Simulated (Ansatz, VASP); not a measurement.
# One calculation of BN, two programs

INCAR

```
  PREC = Accurate
  ENCUT = 520
  EDIFF = 1E-7
  ISMEAR = 0
  SIGMA = 0.01
  LREAL = F
  LASPH = T
  NELM = 80
  ALGO = Normal
  ISIF = 2
  LWAVE = F
  LCHARG = F
  GGA = PE
  NBANDS = 16
```

KPOINTS

```
regular mesh
0
Gamma
  9 9 6
```

The input POSCAR:

```
BN
1.0
    2.5286296353      0.0000000000      0.0000000000
   -1.2643148177      2.1898575009      0.0000000000
    0.0000000000      0.0000000000      4.1817529502
B N
2 2
Direct
    0.3333333333      0.6666666667      0.0001896141
    0.6666666667      0.3333333333      0.5001896141
    0.3333333333      0.6666666667      0.3748103859
    0.6666666667      0.3333333333      0.8748103859
```

Input for Ansatz:

```yaml
crystal:
  lattice:
    - [2.5286296353, 0.0, 0.0]
    - [-1.2643148177, 2.1898575009, 0.0]
    - [0.0, 0.0, 4.1817529502]
  atoms:
    - { symbol: B, position: [0.3333333333, 0.6666666667, 0.0001896141] }
    - { symbol: B, position: [0.6666666667, 0.3333333333, 0.5001896141] }
    - { symbol: "N", position: [0.3333333333, 0.6666666667, 0.3748103859] }
    - { symbol: "N", position: [0.6666666667, 0.3333333333, 0.8748103859] }
kpoints:
  mp_grid: { grid: [9, 9, 6] }
hamiltonian:
  xc: pbe
scf:
  occupations: { method: fixed }
  n_extra_bands: 5
output:
  forces: true
  stress: true
  eigenvalues: true
```

Alike in both runs: task single point; functional PBE; k mesh 9 × 9 × 6; no spin polarisation.

```csv
,VASP,Ansatz
version,VASP 6.6.1,Ansatz 0.2.0
potentials or method,"VASP PAW PBE potentials, release 64 (B, N)","plane waves, PAW"
plane-wave cutoff (eV),520,420
occupations,"gaussian, width 0.01 eV",fixed
valence electrons in the cell,16,16
```

|  | VASP | Ansatz | Ansatz less VASP |
| --- | --- | --- | --- |
| gap on the k mesh at the Fermi level (eV) | 5.16 | 5.18 | +0.018 |
| pressure (GPa) | 12.3 | 12.0 | -0.34 |
| traceless stress, the component that is largest in VASP (GPa) | 0.06 | 0.10 | +0.034 |
| rms of the force components (eV/Å) | 0.015 | 0.014 | -0.0011 |

Atom by atom the forces differ by 0.001 eV/Å (rms over components).
